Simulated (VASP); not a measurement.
Wanted: the native input for a VASP 6.6.1 run.

```
Task                   : single point
Functional             : PBE
Potentials or basis    : VASP PAW PBE potentials, release 64 (Zr_sv, O)
Cutoff                 : 600 eV
k mesh                 : 1 × 1 × 1
Occupations            : fermi-dirac, width 0.01 eV
Spin                   : no spin polarisation
Dipole correction      : no
Further INCAR settings : LREAL = Auto; ALGO = Normal; EDIFF = 1e-06; NBANDS = 438
```

The structure of ZrO2 lies in POSCAR:

```
ZrO2
1.0
    7.2416183245      7.2416183245      0.0000000000
   -7.2416183245      7.2416183245      0.0000000000
    0.0000000000      0.0000000000     10.5683375623
Zr O
32 64
Direct
    0.0000000000      0.0000000000      0.0000000000
    0.2500000000      0.2500000000      0.0000000000
    0.0000000000      0.2500000000      0.2500000000
    0.2500000000      0.0000000000      0.2500000000
    0.0000000000      0.0000000000      0.5000000000
    0.2500000000      0.2500000000      0.5000000000
    0.0000000000      0.2500000000      0.7500000000
    0.2500000000      0.0000000000      0.7500000000
    0.0000000000      0.5000000000      0.0000000000
    0.2500000000      0.7500000000      0.0000000000
    0.0000000000      0.7500000000      0.2500000000
    0.2500000000      0.5000000000      0.2500000000
    0.0000000000      0.5000000000      0.5000000000
    0.2500000000      0.7500000000      0.5000000000
    0.0000000000      0.7500000000      0.7500000000
    0.2500000000      0.5000000000      0.7500000000
    0.5000000000      0.0000000000      0.0000000000
    0.7500000000      0.2500000000      0.0000000000
    0.5000000000      0.2500000000      0.2500000000
    0.7500000000      0.0000000000      0.2500000000
    0.5000000000      0.0000000000      0.5000000000
    0.7500000000      0.2500000000      0.5000000000
    0.5000000000      0.2500000000      0.7500000000
    0.7500000000      0.0000000000      0.7500000000
    0.5000000000      0.5000000000      0.0000000000
    0.7500000000      0.7500000000      0.0000000000
    0.5000000000      0.7500000000      0.2500000000
    0.7500000000      0.5000000000      0.2500000000
    0.5000000000      0.5000000000      0.5000000000
    0.7500000000      0.7500000000      0.5000000000
    0.5000000000      0.7500000000      0.7500000000
    0.7500000000      0.5000000000      0.7500000000
    0.1250000000      0.1250000000      0.1545741192
    0.3750000000      0.3750000000      0.1545741192
    0.1250000000      0.1250000000      0.4045741192
    0.3750000000      0.3750000000      0.4045741192
    0.1250000000      0.3750000000      0.3454258808
    0.3750000000      0.1250000000      0.3454258808
    0.1250000000      0.3750000000      0.0954258808
    0.3750000000      0.1250000000      0.0954258808
    0.1250000000      0.1250000000      0.6545741192
    0.3750000000      0.3750000000      0.6545741192
    0.1250000000      0.1250000000      0.9045741192
    0.3750000000      0.3750000000      0.9045741192
    0.1250000000      0.3750000000      0.8454258808
    0.3750000000      0.1250000000      0.8454258808
    0.1250000000      0.3750000000      0.5954258808
    0.3750000000      0.1250000000      0.5954258808
    0.1250000000      0.6250000000      0.1545741192
    0.3750000000      0.8750000000      0.1545741192
    0.1250000000      0.6250000000      0.4045741192
    0.3750000000      0.8750000000      0.4045741192
    0.1250000000      0.8750000000      0.3454258808
    0.3750000000      0.6250000000      0.3454258808
    0.1250000000      0.8750000000      0.0954258808
    0.3750000000      0.6250000000      0.0954258808
    0.1250000000      0.6250000000      0.6545741192
    0.3750000000      0.8750000000      0.6545741192
    0.1250000000      0.6250000000      0.9045741192
    0.3750000000      0.8750000000      0.9045741192
    0.1250000000      0.8750000000      0.8454258808
    0.3750000000      0.6250000000      0.8454258808
    0.1250000000      0.8750000000      0.5954258808
    0.3750000000      0.6250000000      0.5954258808
    0.6250000000      0.1250000000      0.1545741192
    0.8750000000      0.3750000000      0.1545741192
    0.6250000000      0.1250000000      0.4045741192
    0.8750000000      0.3750000000      0.4045741192
    0.6250000000      0.3750000000      0.3454258808
    0.8750000000      0.1250000000      0.3454258808
    0.6250000000      0.3750000000      0.0954258808
    0.8750000000      0.1250000000      0.0954258808
    0.6250000000      0.1250000000      0.6545741192
    0.8750000000      0.3750000000      0.6545741192
    0.6250000000      0.1250000000      0.9045741192
    0.8750000000      0.3750000000      0.9045741192
    0.6250000000      0.3750000000      0.8454258808
    0.8750000000      0.1250000000      0.8454258808
    0.6250000000      0.3750000000      0.5954258808
    0.8750000000      0.1250000000      0.5954258808
    0.6250000000      0.6250000000      0.1545741192
    0.8750000000      0.8750000000      0.1545741192
    0.6250000000      0.6250000000      0.4045741192
    0.8750000000      0.8750000000      0.4045741192
    0.6250000000      0.8750000000      0.3454258808
    0.8750000000      0.6250000000      0.3454258808
    0.6250000000      0.8750000000      0.0954258808
    0.8750000000      0.6250000000      0.0954258808
    0.6250000000      0.6250000000      0.6545741192
    0.8750000000      0.8750000000      0.6545741192
    0.6250000000      0.6250000000      0.9045741192
    0.8750000000      0.8750000000      0.9045741192
    0.6250000000      0.8750000000      0.8454258808
    0.8750000000      0.6250000000      0.8454258808
    0.6250000000      0.8750000000      0.5954258808
    0.8750000000      0.6250000000      0.5954258808
```

One way to write it, as run:

INCAR

```
SYSTEM = ZrO2
PREC     = Accurate       ! precision mode
ENCUT    = 600            ! plane-wave cutoff, eV
EDIFF    = 1E-6           ! SCF threshold, eV
ISMEAR   = -1             ! smearing method
SIGMA    = 0.01           ! smearing width, eV
LREAL    = Auto         
LASPH    = .True.         ! aspherical terms in the spheres
NELM     = 120            ! most SCF steps
ALGO     = Normal         ! electronic algorithm
ISIF     = 2              ! what is computed and relaxed
LWAVE    = .False.        ! write WAVECAR
LCHARG   = .False.        ! write CHGCAR
GGA      = PE             ! functional
NBANDS   = 438            ! bands
GGA_COMPAT= .False.
```

KPOINTS

```
regular mesh
0
Gamma
  1 1 1
  0 0 0
```

Potentials or basis: VASP PAW PBE potentials, release 64 (Zr_sv, O).

The run is started by

```sh
$ cat potpaw_PBE.64/Zr_sv/POTCAR potpaw_PBE.64/O/POTCAR > POTCAR
$ mpirun -np 1 vasp_gam > vasp.out
```

It gave:

```
Pressure               : 0.7 GPa
Largest force          : 0.032 eV/Å
Band gap on the k mesh : 4.02 eV
```

Caveat: the k points lie up to 0.61 Å⁻¹ apart; an odd mesh through Γ misses points on the zone boundary, where band edges can lie.

It took 35 min on 1 thread of Intel Xeon 8259CL, on a shared host, peak memory 1.2 GiB.
